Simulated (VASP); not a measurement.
# SiNi (Pnma) in VASP: single point with r2SCAN

Aim: the single point of SiNi with r2SCAN.

All numbers are computed with VASP 6.6.1; they aren't measurements. Logs are shortened: lines on timing, memory, paths and dates and some standing lists are left out, and cuts for length are marked.

### 1 The cell of the first run

It takes space group Pnma (No. 62, orthorhombic). Conventional cell: a = 5.095 Å, b = 3.355 Å, c = 5.569 Å, α = 90.00°, β = 90.00°, γ = 90.00°. Within 3.0 Å of Si (site symmetry m) lie 6 Ni at 2.26 to 2.39 Å and 2 Si at 2.65 Å. Ni (site symmetry m) has 6 Si at 2.26 to 2.39 Å and 4 Ni at 2.64 to 2.69 Å within 3.0 Å.

### 2 Single point, r2SCAN

Input file POSCAR:

```
SiNi
1.0
    5.0951574399      0.0000000000      0.0000000000
    0.0000000000      3.3548870807      0.0000000000
    0.0000000000      0.0000000000      5.5687061802
Si Ni
4 4
Direct
    0.3212467171      0.7500000000      0.0839724209
    0.1787532829      0.2500000000      0.5839724209
    0.8212467171      0.7500000000      0.4160275791
    0.6787532829      0.2500000000      0.9160275791
    0.0077394436      0.2500000000      0.1891701580
    0.4922605564      0.7500000000      0.6891701580
    0.5077394436      0.2500000000      0.3108298420
    0.9922605564      0.7500000000      0.8108298420
```

Input file INCAR.step1:

```
SYSTEM = SiNi
PREC = Accurate
ENCUT = 520
ISMEAR = 0
SIGMA = 0.1
LREAL = .FALSE.
LASPH = .TRUE.
NELM = 100
NBANDS = 38
GGA = PE
ALGO = Normal
EDIFF = 1E-4
LWAVE = .TRUE.
LCHARG = .FALSE.
```

Input file INCAR.step2:

```
SYSTEM = SiNi
PREC = Accurate
ENCUT = 520
EDIFF = 1E-6
ISMEAR = 0
SIGMA = 0.1
LREAL = .FALSE.
LASPH = .TRUE.
NELM = 100
ALGO = Normal
ISIF = 2
LWAVE = .FALSE.
LCHARG = .FALSE.
METAGGA = R2SCAN
LMIXTAU = .TRUE.
NBANDS = 38
ISTART = 1
```

Input file KPOINTS:

```
Automatic mesh
0
G
  8 12 8
  0 0 0
```

Potentials or basis: VASP PAW PBE potentials, release 64 (Si, Ni).

On the command line:

```console
cat potpaw_PBE.64/Si/POTCAR potpaw_PBE.64/Ni/POTCAR > POTCAR
cp INCAR.step1 INCAR
mpirun -np 1 vasp_std > vasp.out
cp INCAR.step2 INCAR
mpirun -np 1 vasp_std > vasp.out
```

OUTCAR:

```text
SYSTEM = SiNi
   PREC = Accurate
   ENCUT = 520
   EDIFF = 1E-6
   ISMEAR = 0
   LREAL = .FALSE.
   LASPH = .TRUE.
   NELM = 100
   ISIF = 2
   METAGGA = R2SCAN
   ISTART = 1

 ion  position               nearest neighbor table
   1  0.321  0.750  0.084-   8 2.26   7 2.30   7 2.30   6 2.36   5 2.39   5 2.39   4 2.65   4 2.65
                             3 3.15   3 3.15
   2  0.179  0.250  0.584-   7 2.26   8 2.30   8 2.30   5 2.36   6 2.39   6 2.39   3 2.65   3 2.65
                             4 3.15   4 3.15
   3  0.821  0.750  0.416-   6 2.26   5 2.30   5 2.30   8 2.36   7 2.39   7 2.39   2 2.65   2 2.65
                             1 3.15   1 3.15
   4  0.679  0.250  0.916-   5 2.26   6 2.30   6 2.30   7 2.36   8 2.39   8 2.39   1 2.65   1 2.65
                             2 3.15   2 3.15
   5  0.008  0.250  0.189-   4 2.26   3 2.30   3 2.30   2 2.36   1 2.39   1 2.39   7 2.64   7 2.64
                             8 2.69   8 2.69
   6  0.492  0.750  0.689-   3 2.26   4 2.30   4 2.30   1 2.36   2 2.39   2 2.39   8 2.64   8 2.64
                             7 2.69   7 2.69
   7  0.508  0.250  0.311-   2 2.26   1 2.30   1 2.30   4 2.36   3 2.39   3 2.39   5 2.64   5 2.64
                             6 2.69   6 2.69
   8  0.992  0.750  0.811-   1 2.26   2 2.30   2 2.30   3 2.36   4 2.39   4 2.39   6 2.64   6 2.64
                             5 2.69   5 2.69

  LATTYP: Found a simple orthorhombic cell.
 ALAT       =     3.3548870807
 B/A-ratio  =     1.5187269548
 C/A-ratio  =     1.6598788711

  Lattice vectors:

 A1 = (   0.0000000000,  -3.3548870807,   0.0000000000)
 A2 = (   5.0951574399,   0.0000000000,   0.0000000000)
 A3 = (   0.0000000000,   0.0000000000,   5.5687061802)

Analysis of symmetry for initial positions (statically):
=====================================================================
 Subroutine PRICEL returns:
 Original cell was already a primitive cell.

 Routine SETGRP: Setting up the symmetry group for a
 simple orthorhombic supercell.

 Subroutine GETGRP returns: Found  8 space group operations
 (whereof  2 operations were pure point group operations)
 out of a pool of  8 trial point group operations.

The static configuration has the point symmetry S_2 .
 The point group associated with its full space group is D_2h.

Analysis of symmetry for dynamics (positions and initial velocities):
=====================================================================
 Subroutine PRICEL returns:
 Original cell was already a primitive cell.

 Routine SETGRP: Setting up the symmetry group for a
 simple orthorhombic supercell.

 Subroutine GETGRP returns: Found  8 space group operations
 (whereof  2 operations were pure point group operations)
 out of a pool of  8 trial point group operations.

The dynamic configuration has the point symmetry S_2 .
 The point group associated with its full space group is D_2h.

 Subroutine INISYM returns: Found  8 space group operations
 (whereof  2 operations are pure point group operations),
 and found     1 'primitive' translations

----------------------------------------------------------------------------------------

                                     Primitive cell

  volume of cell :      95.1897

  direct lattice vectors                    reciprocal lattice vectors
     5.095157440  0.000000000  0.000000000     0.196264789  0.000000000  0.000000000
     0.000000000  3.354887081  0.000000000     0.000000000  0.298072625  0.000000000
     0.000000000  0.000000000  5.568706180     0.000000000  0.000000000  0.179574926

  length of vectors
     5.095157440  3.354887081  5.568706180     0.196264789  0.298072625  0.179574926

  position of ions in fractional coordinates (direct lattice)
     0.321246717  0.750000000  0.083972421
     0.178753283  0.250000000  0.583972421
     0.821246717  0.750000000  0.416027579
     0.678753283  0.250000000  0.916027579
     0.007739444  0.250000000  0.189170158
     0.492260556  0.750000000  0.689170158
     0.507739444  0.250000000  0.310829842
     0.992260556  0.750000000  0.810829842

  ion indices of the primitive-cell ions
   primitive index   ion index
                 1           1
                 2           2
                 3           3
                 4           4
                 5           5
                 6           6
                 7           7
                 8           8

----------------------------------------------------------------------------------------

 KPOINTS: Automatic mesh

Automatic generation of k-mesh.
 Grid dimensions read from file:
 generate k-points for:    8   12    8

 Generating k-lattice:

  Cartesian coordinates                     Fractional coordinates (reciprocal lattice)
     0.024533099  0.000000000  0.000000000     0.125000000  0.000000000  0.000000000
     0.000000000  0.024839385  0.000000000     0.000000000  0.083333333  0.000000000
     0.000000000  0.000000000  0.022446866     0.000000000  0.000000000  0.125000000

  Length of vectors
     0.024533099  0.024839385  0.022446866

  Shift w.r.t. Gamma in fractional coordinates (k-lattice)
     0.000000000  0.000000000  0.000000000

 Subroutine IBZKPT returns following result:
 ===========================================

 Found    175 irreducible k-points:

 Following reciprocal coordinates:
            Coordinates               Weight
  0.000000  0.000000  0.000000      1.000000
  0.125000  0.000000  0.000000      2.000000
  0.250000  0.000000  0.000000      2.000000
  0.375000  0.000000  0.000000      2.000000
  0.500000  0.000000  0.000000      1.000000
  0.000000  0.083333  0.000000      2.000000
[... 16 lines left out ...]
  0.250000  0.333333  0.000000      4.000000
  0.375000  0.333333  0.000000      4.000000
 [... further k-points ...]
   k-points           NKPTS =    175   k-points in BZ     NKDIM =    175   number of bands    NBANDS=     38
   number of dos      NEDOS =    301   number of ions     NIONS =      8
   total plane-waves  NPLWV =  47040
   dimension x,y,z NGX =    40 NGY =   28 NGZ =   42
   dimension x,y,z NGXF=    80 NGYF=   56 NGZF=   84
   ions per type =               4   4
   NGX,Y,Z   is equivalent  to a cutoff of  13.05, 13.87, 12.54 a.u.
   NGXF,Y,Z  is equivalent  to a cutoff of  26.10, 27.75, 25.08 a.u.
 SYSTEM =  SiNi
   PREC   = accura    normal or accurate (medium, high low for compatibility)
   ISTART =      1    job   : 0-new  1-cont  2-samecut
   ICHARG =      0    charge: 1-file 2-atom 10-const
   ISPIN  =      1    spin polarized calculation?
   LNONCOLLINEAR =      F non collinear calculations
   LSORBIT =      F    spin-orbit coupling
   LASPH  =      T    aspherical Exc in radial PAW
   ENCUT  =  520.0 eV  38.22 Ry    6.18 a.u.   9.47  6.24 10.35*2*pi/ulx,y,z
   NELM   =    100;   NELMIN=  2; NELMDL=  0     # of ELM steps
   EDIFF  = 0.1E-05   stopping-criterion for ELM
   LREAL  =      F    real-space projection
   EDIFFG = 0.1E-04   stopping-criterion for IOM
   NSW    =      0    number of steps for IOM
   IBRION =     -1    ionic relax: 0-MD 1-quasi-New 2-CG
   NFREE  =      0    steps in history (QN), initial steepest desc. (CG)
   ISIF   =      2    stress and relaxation
   ISYM   =      2    0-nonsym 1-usesym 2-fastsym
   POTIM  = 0.5000    time-step for ionic-motion
   TEBEG  =    0.0;   TEEND  =   0.0 temperature during run
   PSTRESS=    0.0 pullay stress
   NELECT =      56.0000    total number of electrons
   NUPDOWN=      -1.0000    fix difference up-down
   EMIN   =  10.00;   EMAX   =-10.00  energy-range for DOS
   EFERMI =   0.00;   METHOD = LEGACY
   ISMEAR =     0;   SIGMA  =   0.10  broadening in eV -4-tet -1-fermi 0-gaus
   EFERMI_NEDOS =   21; number of points for ismear=-14 and -15
   IALGO  =     38    algorithm
   IMIX   =      4    mixing-type and parameters
     AMIX     =   0.40;   BMIX     =  1.00
     AMIX_MAG =   1.60;   BMIX_MAG =  1.00
  volume/ion in A,a.u.               =      11.90        80.30
  Fermi-wavevector in a.u.,A,eV,Ry     =   1.371748  2.592227 25.601970  1.881692
  Thomas-Fermi vector in A             =   2.497417
   LORBIT       =      0    0 simple, 1 ext, 2 COOP (PROOUT), +10 PAW based schemes
   METAGGA = R2SCAN    functional components
   LHFCALC =     F    Hartree Fock is set to
   AEXX    =    0.0000 exact exchange contribution
   IVDW    =     0    specifies the selected vdW correction
   LEPSILON=     F    determine dielectric tensor
   LRPA    =     F    only Hartree local field effects (RPA)
 non-spin polarized calculation
 Gauss-broadening in eV      SIGMA  =   0.10
  energy-cutoff  :      520.00
  volume of cell :       95.19
 maximum number of plane-waves:      2592
 NGX is ok and might be reduce to    40
   NGX = 19   NGY = 13   NGZ = 21

 number of electron      55.9999978 magnetization

 Free energy of the ion-electron system (eV)
  ---------------------------------------------------
  ext. energy  EPLUGINS =         0.00000000
  ---------------------------------------------------
  free energy    TOTEN  =       -86.69422404 eV

  energy without entropy =      -86.68585580  energy(sigma->0) =      -86.69003992

 E-fermi :  10.6098     XC(G=0): -13.1915

 val. band max:       10.5857230512   @ k =   0.0000   0.4167   0.2500
 cond. band min:      10.6209947852   @ k =   0.0000   0.5000   0.3750
 fundamental gap:      0.0352717339
 Fermi energy:        10.6097745569

 k-point     1 :       0.0000    0.0000    0.0000
  band No.  band energies     occupation
      1      -3.2141      2.00000
      2       0.3696      2.00000
      3       1.7123      2.00000
      4       2.4449      2.00000
      5       3.6790      2.00000
      6       4.2087      2.00000
[... 30 lines left out ...]
     37      17.4997      0.00000
     38      17.6437      0.00000

 k-point     2 :       0.1250    0.0000    0.0000
  band No.  band energies     occupation
      1      -3.1236      2.00000
      2       0.1909      2.00000
      3       1.7782      2.00000
      4       2.0830      2.00000
      5       4.0736      2.00000
      6       4.2931      2.00000
[... 30 lines left out ...]
     37      17.4759      0.00000
     38      17.5005      0.00000

 k-point     3 :       0.2500    0.0000    0.0000
  band No.  band energies     occupation
      1      -2.8543      2.00000
      2      -0.3649      2.00000
      3       1.8530      2.00000
      4       1.9521      2.00000
      5       3.7703      2.00000
      6       4.8032      2.00000
[... 30 lines left out ...]
     37      16.4644      0.00000
     38      17.4830      0.00000

 k-point     4 :       0.3750    0.0000    0.0000
  band No.  band energies     occupation
      1      -2.4141      2.00000
      2      -1.1064      2.00000
      3       1.9318      2.00000
      4       2.1269      2.00000
      5       3.5445      2.00000
      6       4.1953      2.00000
[... 30 lines left out ...]
     37      16.4041      0.00000
     38      17.3362      0.00000
[... 703 lines left out ...]
      4       2.7762      2.00000
      5       3.8326      2.00000
      6       4.7198      2.00000
[... 30 lines left out ...]
     37      15.9300      0.00000
     38      17.2254      0.00000

 k-point    23 :       0.2500    0.3333    0.0000
  band No.  band energies     occupation
      1      -1.3800      2.00000
      2       0.8780      2.00000
      3       2.1782      2.00000
      4       2.6249      2.00000
      5       4.1196      2.00000
      6       4.5284      2.00000
[... 30 lines left out ...]
     37      16.8743      0.00000
     38      18.3632      0.00000

 k-point    24 :       0.3750    0.3333    0.0000
  band No.  band energies     occupation
      1      -0.9700      2.00000
      2       0.2229      2.00000
      3       2.3411      2.00000
      4       2.5715      2.00000
      5       4.3268      2.00000
      6       4.4735      2.00000
[... 30 lines left out ...]
     37      16.8429      0.00000
     38      17.8735      0.00000

 [... further k-points ...]

------------------------ aborting loop because EDIFF is reached ----------------------------------------

  FORCE on cell =-STRESS in cart. coord.  units (eV):
  Direction    XX          YY          ZZ          XY          YZ          ZX
  --------------------------------------------------------------------------------------
  -------------------------------------------------------------------------------------
  Total        0.0310383     -0.0429485      0.0834769      0.0000000      0.0000000      0.0000000
  in kB        0.5224180     -0.7228842      1.4050341      0.0000000      0.0000000      0.0000000
  external PRESSURE =       0.4015226 kB  Pullay stress =       0.0000000 kB

 VOLUME and BASIS-vectors are now :
 -----------------------------------------------------------------------------
  energy-cutoff  :      520.00
  volume of cell :       95.19
      direct lattice vectors                 reciprocal lattice vectors
     5.095157440  0.000000000  0.000000000     0.196264789  0.000000000  0.000000000
     0.000000000  3.354887081  0.000000000     0.000000000  0.298072625  0.000000000
     0.000000000  0.000000000  5.568706180     0.000000000  0.000000000  0.179574926

 POSITION                                       TOTAL-FORCE (eV/Angst)
 -----------------------------------------------------------------------------------
      1.63680      2.51617      0.46762        -0.007789     -0.000000      0.001108
      0.91078      0.83872      3.25197         0.007789     -0.000000      0.001108
      4.18438      2.51617      2.31674        -0.007789     -0.000000     -0.001108
      3.45835      0.83872      5.10109         0.007789     -0.000000     -0.001108
      0.03943      0.83872      1.05343         0.012285      0.000000     -0.000554
      2.50815      2.51617      3.83779        -0.012285      0.000000     -0.000554
      2.58701      0.83872      1.73092         0.012285     -0.000000      0.000554
      5.05572      2.51617      4.51527        -0.012285      0.000000      0.000554
 -----------------------------------------------------------------------------------
    total drift:                                0.000000      0.000000     -0.000000

  FREE ENERGIE OF THE ION-ELECTRON SYSTEM (eV)
  ---------------------------------------------------
  free  energy   TOTEN  =       -86.6942240439 eV

  energy  without entropy=      -86.6858558026  energy(sigma->0) =      -86.69003992
```

Wall time 58 min (1 thread of Oxide Virtual Turin-like, shared host); peak memory 0.53 GiB.

What came out:

```yaml
Free_energy: -86.6942 eV
Pressure: 0.0 GPa
Largest_force: 0.012 eV/Å
Band_gap_on_the_k_mesh: zero (bands 28 and 29 overlap by 1.95 eV)
```

Forces on the atoms (eV/Å):
```
Si  -0.008  0.000  0.001
Si   0.008  0.000  0.001
Si  -0.008  0.000 -0.001
Si   0.008  0.000 -0.001
Ni   0.012  0.000 -0.001
Ni  -0.012  0.000 -0.001
Ni   0.012  0.000  0.001
Ni  -0.012  0.000  0.001
```

Stress tensor (GPa, compression positive):
```
 0.05  0.00  0.00
 0.00 -0.07  0.00
 0.00  0.00  0.14
```

Caveat: the PAW data sets were made with another functional, which shifts forces and pressure a little. Spin polarisation is off, so any magnetic state and its effect on volume and gap are missing.

The gap in the log of VASP goes by the Fermi energy; the results here count the filled bands.